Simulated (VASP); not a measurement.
## O: single point with r2SCAN

The system is O.

```
O
1.0
    -0.02049    2.12196    2.20115
     2.26652   -0.02531    2.20596
     2.22533    2.08558    0.01588
O
2
Direct
  0.25409 0.24714 0.24019
  0.00488 0.98652 0.00701
```

```yaml
Program: VASP 6.6.1
Task: single point
Functional: r2SCAN
Potentials_or_basis: VASP PAW PBE potentials, release 64 (O)
Cutoff: 520 eV
k_mesh: 5 × 5 × 5
Occupations: fermi-dirac, width 0.1 eV
Spin: no spin polarisation
```

```yaml
Pressure: -2.8 GPa
Largest_force: 1.026 eV/Å
Band_gap_on_the_k_mesh: zero (band 6 reaches 0.50 eV, above the bottom of band 7 at -0.50 eV)
```

Forces on the atoms (eV/Å):
```
O   -0.212 -0.979 -0.221
O    0.212  0.979  0.221
```

Stress tensor (GPa, compression positive):
```
 0.51  0.05 -7.82
 0.05 -5.74 -2.18
-7.82 -2.18 -3.22
```

Levels at points of the mesh, in eV from the Fermi level:
```csv
k point,band 2,band 3,band 4,band 5,band 6,band 7,band 8,band 9,band 10,band 11
"(0.00, 0.00, 0.00)",-14.61,-4.39,-3.92,-3.69,-0.90,-0.76,-0.33,10.23,23.82,24.24
```

Run time: 19 s on 1 thread of Intel(R) Xeon(R) 6975P-C (Granite Rapids) (shared host), peak memory 0.13 GiB.

Caveat: the k points lie up to 0.50 Å⁻¹ apart; the PAW data sets were made with another functional, which shifts forces and pressure a little.
